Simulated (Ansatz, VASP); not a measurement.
# SrTe: VASP beside Ansatz

File INCAR:

```
SYSTEM = SrTe
PREC     = Accurate       ! precision mode
ENCUT    = 500            ! plane-wave cutoff, eV
EDIFF    = 1E-6           ! SCF threshold, eV
ISMEAR   = -1             ! smearing method
SIGMA    = 0.03           ! smearing width, eV
LREAL    = .False.        ! projectors in reciprocal space
LASPH    = .True.         ! aspherical terms in the spheres
NELM     = 120            ! most SCF steps
ALGO     = Normal         ! electronic algorithm
ISIF     = 2              ! what is computed and relaxed
LWAVE    = .False.        ! write WAVECAR
LCHARG   = .False.        ! write CHGCAR
GGA      = PE             ! functional
NBANDS   = 15             ! bands
GGA_COMPAT= .False.
```

File KPOINTS:

```
Automatic mesh
0
Gamma
  11 11 11
  0 0 0
```

Contents of POSCAR:

```
SrTe
1.0
    0.0000000000      3.3309489380      3.3309489380
    3.3309489380      0.0000000000      3.3309489380
    3.3309489380      3.3309489380      0.0000000000
Sr Te
1 1
Direct
    0.0000000000      0.0000000000      0.0000000000
    0.5000000000      0.5000000000      0.5000000000
```

Input for Ansatz:

```yaml
crystal:
  lattice:
    - [0.0, 3.330948938, 3.330948938]
    - [3.330948938, 0.0, 3.330948938]
    - [3.330948938, 3.330948938, 0.0]
  atoms:
    - { symbol: Sr, position: [0.0, 0.0, 0.0] }
    - { symbol: Te, position: [0.5, 0.5, 0.5] }
kpoints:
  mp_grid: { grid: [11, 11, 11] }
scf:
  occupations: { method: fermi_dirac, width: 0.03 }
hamiltonian:
  xc: pbe
  pseudopotentials: { kind: all_electron, lapw: { basis_error: 0.00025 } }
output:
  forces: true
  stress: true
  eigenvalues: true
```

Change from the starting cell: volume scaled by 0.975.

Alike in both runs: task single point; functional PBE; k mesh 11 × 11 × 11; occupations fermi-dirac, width 0.03 eV; no spin polarisation.

|  | VASP | Ansatz |
| --- | --- | --- |
| version | VASP 6.6.1 | Ansatz 0.2.0 |
| potentials or method | VASP PAW PBE potentials, release 64 (Sr_sv, Te), cutoff 500 eV | all-electron LAPW, scalar-relativistic |

|  | VASP | Ansatz | Ansatz less VASP |
| --- | --- | --- | --- |
| gap on the k mesh at the Fermi level (eV) | 1.72 | 1.74 | +0.024 |
| pressure (GPa) | 1.0 | 0.9 | -0.09 |

Ansatz ran all-electron here, and VASP with PAW potentials.

Neither program's run includes spin-orbit coupling.
